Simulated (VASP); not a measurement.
# Ge (Fm-3m) in VASP: notebook

Runs on Ge. Level: PBE. Tasks: single point.

Everything below comes from runs of VASP 6.6.1. Logs are shortened: lines on timing, memory, paths and dates and some standing lists are left out, and cuts for length are marked.

### 1 The cell of the first run

The structure is cubic, space group Fm-3m (No. 225). The conventional cell has a = 4.070 Å, b = 4.070 Å, c = 4.070 Å, α = 90.00°, β = 90.00°, γ = 90.00°. Ge (site symmetry m-3m) has 12 Ge at 2.88 Å within 3.8 Å.

### 2 Single point, PBE (strained)

The input, INCAR:

```
PREC = Accurate ; ENCUT = 520
EDIFF = 1E-6 ; ISMEAR = 0
SIGMA = 0.1 ; LREAL = F
LASPH = T ; NELM = 80
ALGO = Normal ; ISIF = 2
LWAVE = F ; LCHARG = F
GGA = PE ; NBANDS = 13
```

The input, KPOINTS:

```
regular mesh
0
Gamma
  18 18 18
```

The input, POSCAR:

```
Ge
1.0
    0.0000000000      2.0350110208      2.0350110208
    2.0350110208      0.0000000000      2.0350110208
    2.0350110208      2.0350110208      0.0000000000
Ge
1
Direct
    0.0000000000      0.0000000000      0.0000000000
```

Potentials or basis: VASP PAW PBE potentials, release 64 (Ge_d).

Started as:

```
$ cat potpaw_PBE.64/Ge_d/POTCAR > POTCAR
$ mpirun -np 1 vasp_std > vasp.out
```

OUTCAR:

```text
PREC = Accurate
   ENCUT = 520
   EDIFF = 1E-6
   ISMEAR = 0
   LREAL = F
   LASPH = T
   NELM = 80
   ISIF = 2
   GGA = PE

 ion  position               nearest neighbor table
   1  0.000  0.000  0.000-

  LATTYP: Found a face centered cubic cell.
 ALAT       =     4.0700220416

  Lattice vectors:

 A1 = (   0.0000000000,   2.0350110208,   2.0350110208)
 A2 = (   2.0350110208,   0.0000000000,   2.0350110208)
 A3 = (   2.0350110208,   2.0350110208,   0.0000000000)

Analysis of symmetry for initial positions (statically):
=====================================================================
 Subroutine PRICEL returns:
 Original cell was already a primitive cell.

 Routine SETGRP: Setting up the symmetry group for a
 face centered cubic supercell.

 Subroutine GETGRP returns: Found 48 space group operations
 (whereof 48 operations were pure point group operations)
 out of a pool of 48 trial point group operations.

The static configuration has the point symmetry O_h .

Analysis of symmetry for dynamics (positions and initial velocities):
=====================================================================
 Subroutine PRICEL returns:
 Original cell was already a primitive cell.

 Routine SETGRP: Setting up the symmetry group for a
 face centered cubic supercell.

 Subroutine GETGRP returns: Found 48 space group operations
 (whereof 48 operations were pure point group operations)
 out of a pool of 48 trial point group operations.

The dynamic configuration has the point symmetry O_h .

 Subroutine INISYM returns: Found 48 space group operations
 (whereof 48 operations are pure point group operations),
 and found     1 'primitive' translations

----------------------------------------------------------------------------------------

                                     Primitive cell

  volume of cell :      16.8551

  direct lattice vectors                    reciprocal lattice vectors
     0.000000000  2.035011021  2.035011021    -0.245698915  0.245698915  0.245698915
     2.035011021  0.000000000  2.035011021     0.245698915 -0.245698915  0.245698915
     2.035011021  2.035011021  0.000000000     0.245698915  0.245698915 -0.245698915

  length of vectors
     2.877940185  2.877940185  2.877940185     0.425563004  0.425563004  0.425563004

  position of ions in fractional coordinates (direct lattice)
     0.000000000  0.000000000  0.000000000

  ion indices of the primitive-cell ions
   primitive index   ion index
                 1           1

----------------------------------------------------------------------------------------
[... 76 lines left out ...]
   ISIF   =      2    stress and relaxation
   ISYM   =      2    0-nonsym 1-usesym 2-fastsym
   POTIM  = 0.5000    time-step for ionic-motion
   TEBEG  =    0.0;   TEEND  =   0.0 temperature during run
   PSTRESS=    0.0 pullay stress
   NELECT =      14.0000    total number of electrons
   NUPDOWN=      -1.0000    fix difference up-down
   EMIN   =  10.00;   EMAX   =-10.00  energy-range for DOS
   EFERMI =   0.00;   METHOD = LEGACY
   ISMEAR =     0;   SIGMA  =   0.10  broadening in eV -4-tet -1-fermi 0-gaus
   EFERMI_NEDOS =   21; number of points for ismear=-14 and -15
   IALGO  =     38    algorithm
   IMIX   =      4    mixing-type and parameters
     AMIX     =   0.40;   BMIX     =  1.00
     AMIX_MAG =   1.60;   BMIX_MAG =  1.00
  volume/ion in A,a.u.               =      16.86       113.74
  Fermi-wavevector in a.u.,A,eV,Ry     =   1.538889  2.908079 32.221054  2.368181
  Thomas-Fermi vector in A             =   2.645194
   LORBIT       =      0    0 simple, 1 ext, 2 COOP (PROOUT), +10 PAW based schemes
   GGA     = PE    functional components
   LHFCALC =     F    Hartree Fock is set to
   AEXX    =    0.0000 exact exchange contribution
   IVDW    =     0    specifies the selected vdW correction
   LEPSILON=     F    determine dielectric tensor
   LRPA    =     F    only Hartree local field effects (RPA)
 non-spin polarized calculation
 Gauss-broadening in eV      SIGMA  =   0.10
  energy-cutoff  :      520.00
  volume of cell :       16.86
 maximum number of plane-waves:       467
 NGX is ok and might be reduce to    24
   NGX = 11   NGY = 11   NGZ = 11

 number of electron      14.0000010 magnetization

 Free energy of the ion-electron system (eV)
  ---------------------------------------------------
  ext. energy  EPLUGINS =         0.00000000
  ---------------------------------------------------
  free energy    TOTEN  =        -4.09011677 eV

  energy without entropy =       -4.08700950  energy(sigma->0) =       -4.08856314

 E-fermi :   8.1406     XC(G=0): -11.8753

 val. band max:        8.1279723275   @ k =  -0.3333   0.2778   0.0556
 cond. band min:       8.1566180608   @ k =  -0.4444   0.3333   0.1667
 fundamental gap:      0.0286457333
 Fermi energy:         8.1405627846

 k-point     1 :       0.0000    0.0000    0.0000
  band No.  band energies     occupation
      1     -16.7015      2.00000
      2     -16.7015      2.00000
      3     -16.7015      2.00000
      4     -16.6311      2.00000
      5     -16.6311      2.00000
      6      -6.0962      2.00000
      7      18.2397      0.00000
      8      18.2397      0.00000
      9      18.2397      0.00000
     10      22.9394      0.00000
     11      22.9394      0.00000
     12      22.9394      0.00000
     13      23.6462      0.00000
[... 354 lines left out ...]
  band No.  band energies     occupation
      1     -16.7047      2.00000
      2     -16.6819      2.00000
      3     -16.6808      2.00000
      4     -16.6255      2.00000
      5     -16.6081      2.00000
      6      -4.4374      2.00000
      7       9.9067      0.00000
      8      15.2384      0.00000
      9      17.3838      0.00000
     10      21.6453      0.00000
     11      23.2263      0.00000
     12      23.5977      0.00000
     13      26.5179      0.00000

 [... further k-points ...]
[... 5 lines left out ...]
  --------------------------------------------------------------------------------------
  -------------------------------------------------------------------------------------
  Total        1.3416925      1.3416925      1.3416925     -0.0000000      0.0000000      0.0000000
  in kB      127.5361453    127.5361453    127.5361453     -0.0000000      0.0000000      0.0000000
  external PRESSURE =     127.5361453 kB  Pullay stress =       0.0000000 kB

 VOLUME and BASIS-vectors are now :
 -----------------------------------------------------------------------------
  energy-cutoff  :      520.00
  volume of cell :       16.86
      direct lattice vectors                 reciprocal lattice vectors
     0.000000000  2.035011021  2.035011021    -0.245698915  0.245698915  0.245698915
     2.035011021  0.000000000  2.035011021     0.245698915 -0.245698915  0.245698915
     2.035011021  2.035011021  0.000000000     0.245698915  0.245698915 -0.245698915

 POSITION                                       TOTAL-FORCE (eV/Angst)
 -----------------------------------------------------------------------------------
      0.00000      0.00000      0.00000         0.000000      0.000000      0.000000
 -----------------------------------------------------------------------------------
    total drift:                               -0.000000      0.000000      0.000000

  FREE ENERGIE OF THE ION-ELECTRON SYSTEM (eV)
  ---------------------------------------------------
  free  energy   TOTEN  =        -4.0901167712 eV

  energy  without entropy=       -4.0870095008  energy(sigma->0) =       -4.08856314
```

Run time: 13 s. Hardware: 1 thread of Intel Xeon 6975P-C, shared host; peak memory 0.16 GiB.

What came out:

| Property | Result |
| --- | --- |
| Free energy | -4.0901 eV |
| Pressure | 12.8 GPa |
| Band gap on the k mesh | zero (band 7 reaches 18.24 eV, above the bottom of band 8 at 5.50 eV) |

Caveat: the cell differs from its parent crystal (strained).

### 3 Single point, PBE (strained)

The input, INCAR:

```
  PREC = Accurate
  ENCUT = 520
  EDIFF = 1E-6
  ISMEAR = 0
  SIGMA = 0.1
  LREAL = F
  LASPH = T
  NELM = 60
  ALGO = Normal
  ISIF = 2
  LWAVE = F
  LCHARG = T
  GGA = PE
  LELF = T
  LVHAR = T
  NBANDS = 13
```

KPOINTS is that of step 2.

The input, POSCAR:

```
Ge
1.0
    0.0000000000      2.1962280599      2.1962280599
    2.1962280599      0.0000000000      2.1962280599
    2.1962280599      2.1962280599      0.0000000000
Ge
1
Direct
    0.0000000000      0.0000000000      0.0000000000
```

Potentials or basis: VASP PAW PBE potentials, release 64 (Ge_d).

Started as:

```
$ cat potpaw_PBE.64/Ge_d/POTCAR > POTCAR
$ mpirun -np 1 vasp_std > vasp.out
```

OUTCAR:

```text
PREC = Accurate
   ENCUT = 520
   EDIFF = 1E-6
   ISMEAR = 0
   LREAL = F
   LASPH = T
   NELM = 60
   ISIF = 2
   GGA = PE

 ion  position               nearest neighbor table
   1  0.000  0.000  0.000-

  LATTYP: Found a face centered cubic cell.
 ALAT       =     4.3924561198

  Lattice vectors:

 A1 = (   0.0000000000,   2.1962280599,   2.1962280599)
 A2 = (   2.1962280599,   0.0000000000,   2.1962280599)
 A3 = (   2.1962280599,   2.1962280599,   0.0000000000)

Analysis of symmetry for initial positions (statically):
=====================================================================
 Subroutine PRICEL returns:
 Original cell was already a primitive cell.

 Routine SETGRP: Setting up the symmetry group for a
 face centered cubic supercell.

 Subroutine GETGRP returns: Found 48 space group operations
 (whereof 48 operations were pure point group operations)
 out of a pool of 48 trial point group operations.

The static configuration has the point symmetry O_h .

Analysis of symmetry for dynamics (positions and initial velocities):
=====================================================================
 Subroutine PRICEL returns:
 Original cell was already a primitive cell.

 Routine SETGRP: Setting up the symmetry group for a
 face centered cubic supercell.

 Subroutine GETGRP returns: Found 48 space group operations
 (whereof 48 operations were pure point group operations)
 out of a pool of 48 trial point group operations.

The dynamic configuration has the point symmetry O_h .

 Subroutine INISYM returns: Found 48 space group operations
 (whereof 48 operations are pure point group operations),
 and found     1 'primitive' translations

----------------------------------------------------------------------------------------

                                     Primitive cell

  volume of cell :      21.1867

  direct lattice vectors                    reciprocal lattice vectors
[... 108 lines left out ...]
  Thomas-Fermi vector in A             =   2.546257
   LORBIT       =      0    0 simple, 1 ext, 2 COOP (PROOUT), +10 PAW based schemes
   GGA     = PE    functional components
   LHFCALC =     F    Hartree Fock is set to
   AEXX    =    0.0000 exact exchange contribution
   IVDW    =     0    specifies the selected vdW correction
   LEPSILON=     F    determine dielectric tensor
   LRPA    =     F    only Hartree local field effects (RPA)
 non-spin polarized calculation
 Gauss-broadening in eV      SIGMA  =   0.10
  energy-cutoff  :      520.00
  volume of cell :       21.19
 maximum number of plane-waves:       588
   NGX = 11   NGY = 11   NGZ = 11

 number of electron      13.9999985 magnetization

 Free energy of the ion-electron system (eV)
  ---------------------------------------------------
  ext. energy  EPLUGINS =         0.00000000
  ---------------------------------------------------
  free energy    TOTEN  =        -4.16392105 eV

  energy without entropy =       -4.16092563  energy(sigma->0) =       -4.16242334

 E-fermi :   5.6337     XC(G=0): -10.7285

 val. band max:        5.6263677180   @ k =  -0.3333   0.2778   0.0556
 cond. band min:       5.6356007117   @ k =  -0.2222   0.2222   0.0000
 fundamental gap:      0.0092329937
 Fermi energy:         5.6337058720

 k-point     1 :       0.0000    0.0000    0.0000
  band No.  band energies     occupation
      1     -19.0987      2.00000
      2     -19.0987      2.00000
      3     -19.0987      2.00000
      4     -19.0649      2.00000
      5     -19.0649      2.00000
      6      -6.6432      2.00000
      7      13.5265      0.00000
      8      13.5265      0.00000
      9      13.5265      0.00000
     10      18.9504      0.00000
     11      18.9504      0.00000
     12      18.9504      0.00000
     13      20.2041      0.00000
[... 354 lines left out ...]
  band No.  band energies     occupation
      1     -19.0979      2.00000
      2     -19.0888      2.00000
      3     -19.0885      2.00000
      4     -19.0612      2.00000
      5     -19.0526      2.00000
      6      -5.2753      2.00000
      7       6.9968      0.00000
      8      11.3891      0.00000
      9      12.8826      0.00000
     10      17.3713      0.00000
     11      19.2343      0.00000
     12      19.3993      0.00000
     13      21.8903      0.00000

 [... further k-points ...]
[... 5 lines left out ...]
  --------------------------------------------------------------------------------------
  -------------------------------------------------------------------------------------
  Total       -0.5829013     -0.5829013     -0.5829013     -0.0000000     -0.0000000     -0.0000000
  in kB      -44.0801717    -44.0801717    -44.0801717     -0.0000000     -0.0000000     -0.0000000
  external PRESSURE =     -44.0801717 kB  Pullay stress =       0.0000000 kB

 VOLUME and BASIS-vectors are now :
 -----------------------------------------------------------------------------
  energy-cutoff  :      520.00
  volume of cell :       21.19
      direct lattice vectors                 reciprocal lattice vectors
     0.000000000  2.196228060  2.196228060    -0.227663060  0.227663060  0.227663060
     2.196228060  0.000000000  2.196228060     0.227663060 -0.227663060  0.227663060
     2.196228060  2.196228060  0.000000000     0.227663060  0.227663060 -0.227663060

 POSITION                                       TOTAL-FORCE (eV/Angst)
 -----------------------------------------------------------------------------------
      0.00000      0.00000      0.00000         0.000000      0.000000      0.000000
 -----------------------------------------------------------------------------------
    total drift:                               -0.000000      0.000000      0.000000

  FREE ENERGIE OF THE ION-ELECTRON SYSTEM (eV)
  ---------------------------------------------------
  free  energy   TOTEN  =        -4.1639210522 eV

  energy  without entropy=       -4.1609256295  energy(sigma->0) =       -4.16242334
```

stdout:

```text
POSCAR found type information on POSCAR Ge
 POSCAR found :  1 types and       1 ions
 scaLAPACK will be used
 LDA part: xc-table for (Slater+PW92), standard interpolation
 POSCAR, INCAR and KPOINTS ok, starting setup
 FFT: planning ... GRIDC
 FFT: planning ... GRID_SOFT
 FFT: planning ... GRID
 WAVECAR not read
 entering main loop
```

It took 16 s on 1 thread of Intel Xeon 6975P-C, shared host; peak memory 0.17 GiB.

Results:

```
Free energy            : -4.1639 eV
Pressure               : -4.4 GPa
Band gap on the k mesh : zero (band 7 reaches 13.53 eV, above the bottom of band 8 at 3.64 eV)
```

Caveat: the cell differs from its parent crystal (strained).
